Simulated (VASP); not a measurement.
A run of VASP 6.6.1 is set up as follows.

File INCAR:

```
  PREC = Accurate
  ENCUT = 520
  EDIFF = 1E-6
  ISMEAR = -1
  SIGMA = 0.02
  LREAL = False
  LASPH = True
  NELM = 80
  ALGO = Normal
  ISIF = 2
  LWAVE = False
  LCHARG = False
  GGA = PE
  NBANDS = 59
```

The input KPOINTS:

```
Automatic mesh
0
Gamma
  6 6 4
```

File POSCAR:

```
HfTi3O8
1.0
    3.2798867980     -3.3033058383      0.0000000000
    3.2798867980      3.3033058383      0.0000000000
    0.0000000000      0.0000000000      6.0534623837
Ti Hf O
3 1 8
Direct
    0.5000000000      0.5000000000      0.2553700898
    0.5000000000      0.5000000000      0.7446299102
    0.0000000000      0.0000000000      0.5000000000
    0.0000000000      0.0000000000      0.0000000000
    0.1998449373      0.1998449373      0.2634434675
    0.8001550627      0.8001550627      0.2634434675
    0.6867176153      0.3132823847      0.0000000000
    0.3132823847      0.6867176153      0.0000000000
    0.1998449373      0.1998449373      0.7365565325
    0.8001550627      0.8001550627      0.7365565325
    0.6946327173      0.3053672827      0.5000000000
    0.3053672827      0.6946327173      0.5000000000
```

Potentials or basis: VASP PAW PBE potentials, release 64 (Ti_sv, Hf_pv, O).

Run with:

```sh
$ cat potpaw_PBE.64/Ti_sv/POTCAR potpaw_PBE.64/Hf_pv/POTCAR potpaw_PBE.64/O/POTCAR > POTCAR
$ mpirun -np 1 vasp_std > vasp.out
```

Question: What does it give for the largest force?

Answer: 0.202 eV/Å.

Question: Predict the band gap on the k mesh.

Answer: 1.98 eV (least direct gap 2.10 eV).

Question: What does it give for the pressure?

Answer: 4.8 GPa.

Forces on the atoms (eV/Å):
```
Ti   0.000  0.000 -0.014
Ti   0.000  0.000  0.014
Ti   0.000  0.000  0.000
Hf   0.000  0.000  0.000
O   -0.035  0.000 -0.099
O    0.035  0.000 -0.099
O    0.000 -0.202  0.000
O    0.000  0.202  0.000
O   -0.035  0.000  0.099
O    0.035  0.000  0.099
O    0.000 -0.066  0.000
O    0.000  0.066  0.000
```

Caveat: the cell stands under pressure; spin-orbit coupling is left out, which moves the levels of the heavy elements. A k mesh can miss the band edges.
